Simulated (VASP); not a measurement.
Input of a VASP 6.6.1 run:

INCAR

```
SYSTEM = BaZrO3
PREC     = Accurate       ! precision mode
ENCUT    = 600            ! plane-wave cutoff, eV
EDIFF    = 1E-6           ! SCF threshold, eV
ISMEAR   = 0              ! smearing method
SIGMA    = 0.02           ! smearing width, eV
LREAL    = .False.        ! projectors in reciprocal space
LASPH    = .True.         ! aspherical terms in the spheres
NELM     = 120            ! most SCF steps
ALGO     = Normal         ! electronic algorithm
ISIF     = 2              ! what is computed and relaxed
LWAVE    = .False.        ! write WAVECAR
LCHARG   = .True.         ! write CHGCAR
GGA      = PE             ! functional
LELF     = .True.         ! ELF
LVHAR    = .True.       
NBANDS   = 28             ! bands
GGA_COMPAT= .False.
```

The input KPOINTS:

```
Automatic mesh
0
Gamma
  6 6 6
  0 0 0
```

POSCAR

```
BaZrO3
1.0
    4.2271460921      0.0000000000      0.0000000000
    0.0000000000      4.2271460921      0.0000000000
    0.0000000000      0.0000000000      4.2271460921
Ba Zr O
1 1 3
Direct
    0.0000000000      0.0000000000      0.0000000000
    0.5000000000      0.5000000000      0.5000000000
    0.0000000000      0.5000000000      0.5000000000
    0.5000000000      0.0000000000      0.5000000000
    0.5000000000      0.5000000000      0.0000000000
```

Potentials or basis: VASP PAW PBE potentials, release 64 (Ba_sv, Zr_sv, O).

Command:

```console
$ cat potpaw_PBE.64/Ba_sv/POTCAR potpaw_PBE.64/Zr_sv/POTCAR potpaw_PBE.64/O/POTCAR > POTCAR
$ mpirun -np 1 vasp_std > vasp.out
```

Task: Estimate the pressure.

Result: 0.8 GPa.

Task: Predict the band gap on the k mesh.

Result: 3.13 eV (least direct gap 3.38 eV).

Caveat: spin-orbit coupling is left out, which moves the levels of the heavy elements. A k mesh can miss the band edges.
